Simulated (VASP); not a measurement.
# TaBr4F: single point with PBE

The system is TaBr4F.

```
Ta Br F
1.0
     4.33755    0.00000    0.00000
     0.00000    4.33755    0.00000
     0.00000    0.00000    7.34635
Ta Br F
1 4 1
Direct
  0.00000 0.00000 0.00000
  0.00000 0.00000 0.60497
  0.50000 0.50000 0.10512
  0.50000 0.50000 0.89488
  0.00000 0.00000 0.39503
  0.50000 0.50000 0.50000
```

The cell was built from a structure type or drawn by symmetry, and may not be a known phase.

```json
{
 "Program": "VASP 6.6.1",
 "Task": "single point",
 "Functional": "PBE",
 "Potentials or basis": "VASP PAW PBE potentials, release 64 (Ta_pv, Br, F)",
 "Cutoff": "520 eV",
 "k mesh": "4 × 4 × 4",
 "Occupations": "gaussian, width 0.1 eV",
 "Spin": "collinear spin",
 "Starting moments": "[1.0, 0.0, 0.0, 0.0, 0.0, 0.0] μB",
 "Dipole correction": "no",
 "Further INCAR settings": "ALGO = Normal; EDIFF = 1e-06; NBANDS = 36"
}
```

```
Pressure                                              : 88.0 GPa
Largest force                                         : 75.967 eV/Å
Band gap on the k mesh                                : zero (filled and empty bands overlap)
Net moment                                            : 2.04 μB per cell
Site moments                                          : Ta +1.42; Br +0.00; F -0.01 μB
Valence electrons inside the program's atomic spheres : Ta 8.55; Br 5.87; F 6.03
```

Forces in eV/Å, atoms in the order of the input:
```
Ta    0.000   0.000   0.000
Br    0.000   0.000  74.631
Br    0.000   0.000  75.967
Br    0.000   0.000 -75.967
Br    0.000   0.000 -74.631
F     0.000   0.000   0.000
```

Stress tensor (GPa, compression positive):
```
 -1.91   0.00   0.00
  0.00  -1.91   0.00
  0.00   0.00 267.87
```

Levels at points of the mesh, in eV from the Fermi level:
Spin up:
| k point | band 20 | band 21 | band 22 | band 23 | band 24 | band 25 | band 26 | band 27 | band 28 | band 29 |
| --- | --- | --- | --- | --- | --- | --- | --- | --- | --- | --- |
| (0.00, 0.00, 0.00) | -1.19 | -1.19 | -0.99 | -0.29 | -0.29 | 0.76 | 1.26 | 1.26 | 2.99 | 5.09 |
| (0.50, 0.00, 0.00) | -1.44 | -1.20 | -0.12 | 0.66 | 0.70 | 0.82 | 0.84 | 0.98 | 1.28 | 3.39 |
| (0.50, 0.50, 0.00) | -1.17 | -0.60 | -0.44 | -0.44 | 0.62 | 0.88 | 1.51 | 1.51 | 3.38 | 3.87 |
| (0.00, 0.00, 0.50) | -1.17 | -1.16 | -0.99 | -0.81 | -0.81 | -0.73 | 1.02 | 1.02 | 4.19 | 4.93 |
| (0.50, 0.00, 0.50) | -0.93 | -0.85 | -0.82 | -0.40 | -0.24 | -0.12 | 0.84 | 0.94 | 1.47 | 3.92 |
| (0.50, 0.50, 0.50) | -1.28 | -1.17 | -1.17 | -0.60 | -0.52 | 0.62 | 1.44 | 1.44 | 4.94 | 4.94 |
Spin down:
```
           k point  band 20  band 21  band 22  band 23  band 24  band 25
(0.00, 0.00, 0.00)    -1.20    -1.04    -0.32    -0.32     0.28     2.04
(0.50, 0.00, 0.00)    -1.18    -1.02     0.84     1.34     1.42     1.50
(0.50, 0.50, 0.00)    -0.46    -0.46    -0.15     0.69     1.72     2.28
(0.00, 0.00, 0.50)    -1.05    -1.04    -0.82    -0.82     0.29     0.66
(0.50, 0.00, 0.50)    -0.83    -0.82     0.29     0.49     0.71     0.88
(0.50, 0.50, 0.50)    -1.17    -1.17    -0.66     0.72     0.90     1.73
```

It took 110 s on 1 thread of Intel(R) Xeon(R) Platinum 8488C (Sapphire Rapids) (shared host), peak memory 0.35 GiB.

Caveat: the k points lie up to 0.36 Å⁻¹ apart, too coarse for converged energies and pressures of a metal; atoms lie so close that the PAW spheres overlap strongly, which falsifies energies and pressures; spin-orbit coupling is left out, which moves the levels of the heavy elements; forces of over 1 eV/Å act on the atoms, so gaps and moduli don't describe the material at rest.
